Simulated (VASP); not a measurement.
Set up this calculation in VASP 6.6.1, as the native input.

* Task: single point
* Functional: PBE
* Potentials or basis: VASP PAW PBE potentials, release 64 (Ru_pv, Rh_pv)
* Cutoff: 520 eV
* k mesh: 8 × 6 × 2
* Occupations: gaussian, width 0.2 eV
* Spin: no spin polarisation
* Dipole correction: no
* Further INCAR settings: ALGO = Fast; EDIFF = 1e-06; NBANDS = 98

The structure of Ru2Rh lies in POSCAR:

```
Ru2Rh
1.0
    2.7241359042      0.0000000289      0.0000000000
   -0.0000000500      4.7183417928      0.0000000000
    0.0000000000      0.0000000000     12.9442816000
Ru Rh
8 4
Direct
    1.0000000000      0.3333333333      0.5806400000
    0.5000000000      0.8333333333      0.5806400000
    0.5000000000      0.1666666667      0.0806400000
    0.0000000000      0.6666666667      0.0806400000
    1.0000000000      0.3333333333      0.9193600000
    0.5000000000      0.8333333333      0.9193600000
    0.5000000000      0.1666666667      0.4193600000
    0.0000000000      0.6666666667      0.4193600000
    1.0000000000      0.3333333333      0.2500000000
    0.5000000000      0.8333333333      0.2500000000
    0.5000000000      0.1666666667      0.7500000000
    0.0000000000      0.6666666667      0.7500000000
```

The input as run:

INCAR

```
PREC = Accurate
ENCUT = 520
EDIFF = 1E-6
ISMEAR = 0
SIGMA = 0.2
LREAL = False
LASPH = True
NELM = 60
ALGO = Fast
ISIF = 2
LWAVE = False
LCHARG = True
GGA = PE
LELF = True
LVHAR = True
NBANDS = 98
```

KPOINTS

```
Automatic mesh
0
Gamma
  8 6 2
```

Potentials or basis: VASP PAW PBE potentials, release 64 (Ru_pv, Rh_pv).

Command:

```sh
$ cat potpaw_PBE.64/Ru_pv/POTCAR potpaw_PBE.64/Rh_pv/POTCAR > POTCAR
$ mpirun -np 1 vasp_std > vasp.out
```

It gave:

| Property | Result |
| --- | --- |
| Pressure | 0.0 GPa |
| Largest force | 0.014 eV/Å |
| Band gap on the k mesh | zero (bands 86 and 87 overlap by 2.14 eV) |

Wall time 11 min on 1 thread of Intel(R) Xeon(R) Platinum 8488C (Sapphire Rapids), on a shared host, peak memory 0.54 GiB.
